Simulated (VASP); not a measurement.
# PdI (anti NiAs type) (P6_3/mmc) in VASP: single point with LDA

Aim: the single point of PdI (anti NiAs type) with LDA.

All numbers are computed with VASP 6.6.1; they aren't measurements. Logs are shortened: lines on timing, memory, paths and dates and some standing lists are left out, and cuts for length are marked.

### Step 1. The cell of the first run

The structure is hexagonal, space group P6_3/mmc (No. 194). The conventional cell has a = 3.535 Å, b = 3.535 Å, c = 7.351 Å, α = 90.00°, β = 90.00°, γ = 120.00°. I (site symmetry -3m) has 6 Pd at 2.75 Å and 6 I at 3.54 Å within 3.6 Å. Within 3.6 Å of Pd (site symmetry -6m2) lie 6 I at 2.75 Å and 6 Pd at 3.54 Å.

### Step 2. Single point, LDA

The input, INCAR:

```
SYSTEM = PdI
  PREC = Accurate
  ENCUT = 520
  EDIFF = 1E-7
  ISMEAR = -1
  SIGMA = 0.1
  LREAL = .False.
  LASPH = .True.
  NELM = 80
  ALGO = Normal
  ISIF = 2
  LWAVE = .False.
  LCHARG = .False.
  GGA = CA
  NBANDS = 25
```

The input, KPOINTS:

```
Automatic mesh
0
Gamma
  10 10 6
  0 0 0
```

The input, POSCAR:

```
PdI
1.0
    3.5354911018      0.0000000000      0.0000000000
   -1.7677455509      3.0618251090      0.0000000000
    0.0000000000      0.0000000000      7.3514864497
I Pd
2 2
Direct
    0.0000000000      0.0000000000      0.0000000000
    0.0000000000      0.0000000000      0.5000000000
    0.3333333333      0.6666666667      0.2500000000
    0.6666666667      0.3333333333      0.7500000000
```

Potentials or basis: VASP PAW LDA potentials, release 64 (I, Pd).

The run is started by

```bash
cat potpaw_LDA.64/I/POTCAR potpaw_LDA.64/Pd/POTCAR > POTCAR
mpirun -np 1 vasp_std > vasp.out
```

OUTCAR:

```text
SYSTEM = PdI
   PREC = Accurate
   ENCUT = 520
   EDIFF = 1E-7
   ISMEAR = -1
   LREAL = .False.
   LASPH = .True.
   NELM = 80
   ISIF = 2
   GGA = CA

 ion  position               nearest neighbor table
   1  0.000  0.000  0.000-   3 2.75   4 2.75   3 2.75   4 2.75   4 2.75   3 2.75
   2  0.000  0.000  0.500-   3 2.75   4 2.75   3 2.75   4 2.75   4 2.75   3 2.75
   3  0.333  0.667  0.250-   1 2.75   2 2.75   1 2.75   2 2.75   1 2.75   2 2.75
   4  0.667  0.333  0.750-   1 2.75   2 2.75   1 2.75   2 2.75   1 2.75   2 2.75

  LATTYP: Found a hexagonal cell.
 ALAT       =     3.5354911018
 C/A-ratio  =     2.0793395424

  Lattice vectors:

 A1 = (   3.5354911018,   0.0000000000,   0.0000000000)
 A2 = (  -1.7677455509,   3.0618251090,   0.0000000000)
 A3 = (   0.0000000000,   0.0000000000,   7.3514864497)

Analysis of symmetry for initial positions (statically):
=====================================================================
 Subroutine PRICEL returns:
 Original cell was already a primitive cell.

 Routine SETGRP: Setting up the symmetry group for a
 hexagonal supercell.

 Subroutine GETGRP returns: Found 24 space group operations
 (whereof 12 operations were pure point group operations)
 out of a pool of 24 trial point group operations.

The static configuration has the point symmetry D_3d.
 The point group associated with its full space group is D_6h.

Analysis of symmetry for dynamics (positions and initial velocities):
=====================================================================
 Subroutine PRICEL returns:
 Original cell was already a primitive cell.

 Routine SETGRP: Setting up the symmetry group for a
 hexagonal supercell.

 Subroutine GETGRP returns: Found 24 space group operations
 (whereof 12 operations were pure point group operations)
 out of a pool of 24 trial point group operations.

The dynamic configuration has the point symmetry D_3d.
 The point group associated with its full space group is D_6h.

 Subroutine INISYM returns: Found 24 space group operations
 (whereof 12 operations are pure point group operations),
 and found     1 'primitive' translations

----------------------------------------------------------------------------------------

                                     Primitive cell

  volume of cell :      79.5802

  direct lattice vectors                    reciprocal lattice vectors
[... 83 lines left out ...]
   ISTART =      0    job   : 0-new  1-cont  2-samecut
   ICHARG =      2    charge: 1-file 2-atom 10-const
   ISPIN  =      1    spin polarized calculation?
   LNONCOLLINEAR =      F non collinear calculations
   LSORBIT =      F    spin-orbit coupling
   LASPH  =      T    aspherical Exc in radial PAW
   ENCUT  =  520.0 eV  38.22 Ry    6.18 a.u.   6.57  6.57 13.67*2*pi/ulx,y,z
   NELM   =     80;   NELMIN=  2; NELMDL= -5     # of ELM steps
   EDIFF  = 0.1E-06   stopping-criterion for ELM
   LREAL  =      F    real-space projection
   EDIFFG = 0.1E-05   stopping-criterion for IOM
   NSW    =      0    number of steps for IOM
   IBRION =     -1    ionic relax: 0-MD 1-quasi-New 2-CG
   NFREE  =      0    steps in history (QN), initial steepest desc. (CG)
   ISIF   =      2    stress and relaxation
   ISYM   =      2    0-nonsym 1-usesym 2-fastsym
   POTIM  = 0.5000    time-step for ionic-motion
   TEBEG  =    0.0;   TEEND  =   0.0 temperature during run
   PSTRESS=    0.0 pullay stress
   NELECT =      34.0000    total number of electrons
   NUPDOWN=      -1.0000    fix difference up-down
   EMIN   =  10.00;   EMAX   =-10.00  energy-range for DOS
   EFERMI =   0.00;   METHOD = LEGACY
   ISMEAR =    -1;   SIGMA  =   0.10  broadening in eV -4-tet -1-fermi 0-gaus
   EFERMI_NEDOS =   21; number of points for ismear=-14 and -15
   IALGO  =     38    algorithm
   IMIX   =      4    mixing-type and parameters
     AMIX     =   0.40;   BMIX     =  1.00
     AMIX_MAG =   1.60;   BMIX_MAG =  1.00
  volume/ion in A,a.u.               =      19.90       134.26
  Fermi-wavevector in a.u.,A,eV,Ry     =   1.233008  2.330048 20.685070  1.520310
  Thomas-Fermi vector in A             =   2.367756
   LORBIT       =      0    0 simple, 1 ext, 2 COOP (PROOUT), +10 PAW based schemes
   GGA     = CA    functional components
   LHFCALC =     F    Hartree Fock is set to
   AEXX    =    0.0000 exact exchange contribution
   IVDW    =     0    specifies the selected vdW correction
   LEPSILON=     F    determine dielectric tensor
   LRPA    =     F    only Hartree local field effects (RPA)
 non-spin polarized calculation
  energy-cutoff  :      520.00
  volume of cell :       79.58
 maximum number of plane-waves:      2200
 NGX is ok and might be reduce to    28
   NGX = 13   NGY = 13   NGZ = 27

 number of electron      34.0000004 magnetization

 Free energy of the ion-electron system (eV)
  ---------------------------------------------------
  ext. energy  EPLUGINS =         0.00000000
  ---------------------------------------------------
  free energy    TOTEN  =       -16.48793181 eV

  energy without entropy =      -16.41698981  energy(sigma->0) =      -16.45246081

 E-fermi :  10.1156     XC(G=0): -11.7737

 val. band max:       10.0866593442   @ k =   0.3000   0.0000   0.0000
 cond. band min:      10.1491641156   @ k =   0.2000   0.0000   0.5000
 fundamental gap:      0.0625047714
 Fermi energy:        10.1155620778

 k-point     1 :       0.0000    0.0000    0.0000
  band No.  band energies     occupation
      1      -5.7944      2.00000
      2      -4.9110      2.00000
      3       1.9405      2.00000
      4       6.0553      2.00000
      5       6.0553      2.00000
      6       6.2819      2.00000
[... 661 lines left out ...]
     24      16.8567      0.00000
     25      18.9880      0.00000

 [... further k-points ...]
[... 5 lines left out ...]
  --------------------------------------------------------------------------------------
  -------------------------------------------------------------------------------------
  Total        4.5852297      4.5852297      4.6154332     -0.0000000     -0.0000000      0.0000000
  in kB       92.3137490     92.3137490     92.9218322     -0.0000000     -0.0000000      0.0000000
  external PRESSURE =      92.5164434 kB  Pullay stress =       0.0000000 kB

 VOLUME and BASIS-vectors are now :
 -----------------------------------------------------------------------------
  energy-cutoff  :      520.00
  volume of cell :       79.58
      direct lattice vectors                 reciprocal lattice vectors
     3.535491102  0.000000000  0.000000000     0.282846137  0.163301293  0.000000000
    -1.767745551  3.061825109  0.000000000     0.000000000  0.326602586  0.000000000
     0.000000000  0.000000000  7.351486450     0.000000000  0.000000000  0.136026912

 POSITION                                       TOTAL-FORCE (eV/Angst)
 -----------------------------------------------------------------------------------
      0.00000      0.00000      0.00000        -0.000000      0.000000      0.000000
      0.00000      0.00000      3.67574        -0.000000      0.000000      0.000000
     -0.00000      2.04122      1.83787         0.000000     -0.000000     -0.000000
      1.76775      1.02061      5.51361         0.000000      0.000000      0.000000
 -----------------------------------------------------------------------------------
    total drift:                                0.000000     -0.000000      0.000000

  FREE ENERGIE OF THE ION-ELECTRON SYSTEM (eV)
  ---------------------------------------------------
  free  energy   TOTEN  =       -16.4879318066 eV

  energy  without entropy=      -16.4169898117  energy(sigma->0) =      -16.45246081
```

OSZICAR:

```text
N       E                     dE             d eps       ncg     rms          rms(c)
DAV:   1     0.192980127387E+03    0.19298E+03   -0.15546E+04  2800   0.123E+03
DAV:   2    -0.828697050261E+01   -0.20127E+03   -0.18991E+03  3187   0.259E+02
DAV:   3    -0.165397651051E+02   -0.82528E+01   -0.81284E+01  3411   0.514E+01
DAV:   4    -0.166421980478E+02   -0.10243E+00   -0.10235E+00  3345   0.624E+00
DAV:   5    -0.166441831391E+02   -0.19851E-02   -0.19850E-02  3471   0.856E-01    0.197E+01
DAV:   6    -0.165223830678E+02    0.12180E+00   -0.96126E-02  3063   0.194E+00    0.116E+01
DAV:   7    -0.164959470744E+02    0.26436E-01   -0.18560E-01  3157   0.299E+00    0.160E+00
DAV:   8    -0.164897802976E+02    0.61668E-02   -0.15168E-02  3146   0.112E+00    0.116E+00
DAV:   9    -0.164883569316E+02    0.14234E-02   -0.16416E-03  2996   0.231E-01    0.523E-01
DAV:  10    -0.164879351994E+02    0.42173E-03   -0.17034E-03  3112   0.255E-01    0.696E-02
DAV:  11    -0.164879316385E+02    0.35609E-05   -0.35846E-05  3082   0.393E-02    0.111E-02
DAV:  12    -0.164879317967E+02   -0.15816E-06   -0.19852E-06  3556   0.905E-03    0.480E-03
DAV:  13    -0.164879318066E+02   -0.99167E-08   -0.50969E-08  1947   0.137E-03
   1 F= -.16487932E+02 E0= -.16452461E+02  d E =-.709420E-01
```

It took 39 s on 1 thread of Intel Xeon 6975P-C (Granite Rapids), shared host; peak memory 0.23 GiB.

What came out:

```yaml
Free_energy: -16.4879 eV
Pressure: 9.3 GPa
Band_gap_on_the_k_mesh: zero (band 17 reaches 10.95 eV, above the bottom of band 18 at 9.35 eV)
```

Levels at points of the mesh, in eV from the Fermi level:
```csv
k point,band 14,band 15,band 16,band 17,band 18,band 19,band 20,band 21
"(0.00, 0.00, 0.00)",-2.85,0.35,0.35,0.37,0.37,1.92,5.67,5.99
"(0.50, 0.00, 0.00)",-2.00,-1.75,-1.38,0.28,1.05,1.28,3.16,4.00
"(0.00, 0.00, 0.50)",-2.88,0.25,0.25,0.25,0.25,4.09,4.09,6.91
"(0.50, 0.00, 0.50)",-1.62,-1.16,-1.16,-0.55,-0.55,2.13,2.13,5.02
```

Caveat: spin-orbit coupling is left out, which moves the levels of the heavy elements.
